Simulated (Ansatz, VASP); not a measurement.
**One calculation of Eu3Te, two programs**

Contents of INCAR:

```
ALGO = Normal ; EDIFF = 1E-6
ENCUT = 520 ; GGA = PE
ISIF = 2 ; ISMEAR = -1
ISPIN = 2 ; LASPH = True
LCHARG = False ; LMAXMIX = 6
LORBIT = 11 ; LREAL = False
LWAVE = False ; MAGMOM = 7 7 7 0
NBANDS = 40 ; NELM = 150
PREC = Accurate ; SIGMA = 0.05
```

The input KPOINTS:

```
k-points
0
Gamma
  5 5 5
```

The input POSCAR:

```
Eu3Te
1.0
    5.1900047567      0.0000000000      0.0000000000
    0.0000000000      5.1900047567      0.0000000000
    0.0000000000      0.0000000000      5.1900047567
Eu Te
3 1
Direct
    0.5000000000      0.5000000000      0.0000000000
    0.5000000000      0.0000000000      0.5000000000
    0.0000000000      0.5000000000      0.5000000000
    0.0000000000      0.0000000000      0.0000000000
```

input.yaml

```yaml
crystal:
  lattice:
    - [5.1900047567, 0.0, 0.0]
    - [0.0, 5.1900047567, 0.0]
    - [0.0, 0.0, 5.1900047567]
  atoms:
    - { symbol: Eu, position: [0.5, 0.5, 0.0], spin: 7.0 }
    - { symbol: Eu, position: [0.5, 0.0, 0.5], spin: 7.0 }
    - { symbol: Eu, position: [0.0, 0.5, 0.5], spin: 7.0 }
    - { symbol: Te, position: [0.0, 0.0, 0.0] }
hamiltonian:
  xc: pbe
  pseudopotentials: { kind: paw }
magnetization:
  spin_polarized: true
kpoints:
  mp_grid: { grid: [5, 5, 5] }
scf:
  occupations: { method: fermi_dirac, width: 0.05 }
output:
  forces: true
  stress: true
  eigenvalues: true
  write_density: true
  write_potential: true
  elf: true
  volumetric_format: npy
```

Alike in both runs: task single point; functional PBE; k mesh 5 × 5 × 5; occupations fermi-dirac, width 0.05 eV; collinear spin.

|  | VASP | Ansatz |
| --- | --- | --- |
| version | VASP 6.6.1 | Ansatz 0.2.0 |
| potentials or method | VASP PAW PBE potentials, release 64 (Eu, Te) | Ansatz PAW |
| plane-wave cutoff (eV) | 520 | 420 |
| valence electrons in the cell | 57 | 67 |

```tsv
	VASP	Ansatz	Ansatz less VASP
gap on the k mesh at the Fermi level (eV)	none	none	-
pressure (GPa)	-1.4	-1.2	+0.19
net moment per atom (μB)	5.64	5.66	+0.024
size of the moment on the site where the two differ most (μB)	6.77	7.20	+0.434
```

Site moments also hang on the region over which each program counts them. A gap of «none» marks a metal or a gap that the smearing closes. VASP's potentials hold 57 valence electrons a cell and Ansatz's 67, so a difference there can come from the potentials and not from the codes.

Spin-orbit coupling is off throughout. Noted on VASP's run: too few bands were computed for a metal, which touches its energy and stress.
